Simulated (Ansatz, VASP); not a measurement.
**LiH2: VASP beside Ansatz**

```xyz
6
Lattice="-2.4077 2.4077 3.2606 2.4077 -2.4077 3.2606 2.4077 2.4077 -3.2606" Properties=species:S:1:pos:R:3 pbc="T T T"
Li    2.4077    0.0000    0.0000
Li    0.0000    2.4077    0.0000
H     1.7440    1.7440    0.0000
H     0.6638   -0.6638    3.2606
H    -0.6638    0.6638    3.2606
H     0.6638    0.6638    3.2606
```

Alike in both runs: task relaxation of cell and atoms; functional PBE; k mesh 8 × 8 × 8; occupations gaussian, width 0.02 eV; no spin polarisation.

```csv
,VASP,Ansatz
version,VASP 6.6.1,Ansatz 0.2.0
potentials or method,"VASP PAW PBE potentials, release 64 (Li_sv, H_h), cutoff 1230 eV","scalar-relativistic, plane waves, PAW"
valence electrons in the cell,10,10
```

|  | VASP | Ansatz | Ansatz less VASP |
| --- | --- | --- | --- |
| gap on the k mesh at the Fermi level, each at its own relaxed structure (eV) | 1.55 | 1.59 | +0.041 |
| relaxed volume (Å³/atom) | 12.63 | 12.84 | +0.217 |
| relaxed length of the cell vector where the two differ most in proportion (Å) | 4.717 | 4.757 | +0.0398 |
